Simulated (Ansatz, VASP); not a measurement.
Two plane-wave programs on ScSbSe3

Contents of INCAR:

```
PREC = Accurate ; ENCUT = 520
EDIFF = 1E-6 ; ISMEAR = 0
SIGMA = 0.1 ; LREAL = False
LASPH = True ; NELM = 80
ALGO = Normal ; ISIF = 2
LWAVE = False ; LCHARG = False
GGA = PE ; NBANDS = 25
```

Contents of KPOINTS:

```
regular mesh
0
Gamma
  4 4 4
```

POSCAR

```
ScSbSe3
1.0
    5.0631845400      0.0000000000      0.0000000000
    0.0000000000      5.0631845400      0.0000000000
    0.0000000000      0.0000000000      5.0631845400
Sc Sb Se
1 1 3
Direct
    0.5000000000      0.5000000000      0.5000000000
    0.0000000000      0.0000000000      0.0000000000
    0.0000000000      0.5000000000      0.5000000000
    0.5000000000      0.0000000000      0.5000000000
    0.5000000000      0.5000000000      0.0000000000
```

Input for Ansatz:

```yaml
crystal:
  lattice:
    - [5.06318454, 0.0, 0.0]
    - [0.0, 5.06318454, 0.0]
    - [0.0, 0.0, 5.06318454]
  atoms:
    - { symbol: Sc, position: [0.5, 0.5, 0.5] }
    - { symbol: Sb, position: [0.0, 0.0, 0.0] }
    - { symbol: Se, position: [0.0, 0.5, 0.5] }
    - { symbol: Se, position: [0.5, 0.0, 0.5] }
    - { symbol: Se, position: [0.5, 0.5, 0.0] }
basis:
  ecutwfc: 420
kpoints:
  mp_grid: { grid: [4, 4, 4] }
hamiltonian:
  xc: pbe
scf:
  occupations: { method: gaussian, width: 0.1 }
  lower_state_search: "off"
output:
  forces: true
  stress: true
  eigenvalues: true
```

Change from the starting cell: species swapped into the TmBRh3 type (Pm-3m, No. 221).

Alike in both runs: task single point; functional PBE; k mesh 4 × 4 × 4; occupations gaussian, width 0.1 eV; no spin polarisation.

|  | VASP | Ansatz |
| --- | --- | --- |
| version | VASP 6.6.1 | Ansatz 0.2.0 |
| potentials or method | VASP PAW PBE potentials, release 64 (Sc_sv, Sb, Se), cutoff 520 eV | scalar-relativistic, plane waves, PAW |
| valence electrons in the cell | 34 | 74 |

VASP gave:

| Quantity | Value |
| --- | --- |
| gap on the k mesh at the Fermi level (eV) | none |
| pressure (GPa) | 2.2 |

Question: Estimate Ansatz's values.

Answer: gap on the k mesh at the Fermi level (eV): none; pressure (GPa): 2.1.

A gap of «none» marks a metal or a gap that the smearing closes. VASP's potentials hold 34 valence electrons a cell and Ansatz's 74, so a difference there can come from the potentials and not from the codes.

Spin-orbit coupling is off throughout.
